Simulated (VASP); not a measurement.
A run of VASP 6.6.1:

Contents of INCAR:

```
SYSTEM = MgO
  ALGO = Normal
  EDIFF = 1E-8
  ENCUT = 600
  GGA = PS
  IBRION = 6
  ISIF = 3
  ISMEAR = 0
  LASPH = .True.
  LCHARG = .False.
  LREAL = .False.
  LWAVE = .False.
  NBANDS = 11
  NELM = 80
  NFREE = 2
  NSW = 1
  POTIM = 0.015
  PREC = Accurate
  SIGMA = 0.01
```

Contents of KPOINTS:

```
k-points
0
Gamma
  8 8 8
  0 0 0
```

Contents of POSCAR:

```
MgO
1.0
    0.0000000000      2.0970013927      2.0970013927
    2.0970013927      0.0000000000      2.0970013927
    2.0970013927      2.0970013927      0.0000000000
Mg O
1 1
Direct
    0.0000000000      0.0000000000      0.0000000000
    0.5000000000      0.5000000000      0.5000000000
```

Potentials or basis: VASP PAW PBE potentials, release 64 (Mg, O).

Command:

```bash
$ cat potpaw_PBE.64/Mg/POTCAR potpaw_PBE.64/O/POTCAR > POTCAR
$ mpirun -np 1 vasp_std > vasp.out
```

Hardware: 1 thread of Intel(R) Xeon(R) Platinum 8488C (Sapphire Rapids), on a shared host.

Question: Estimate the wall time of this run.

Answer: It took 110 s on 1 thread of Intel(R) Xeon(R) Platinum 8488C (Sapphire Rapids) (shared host), peak memory 0.21 GiB. Counts: scf iterations 154, k points 29.
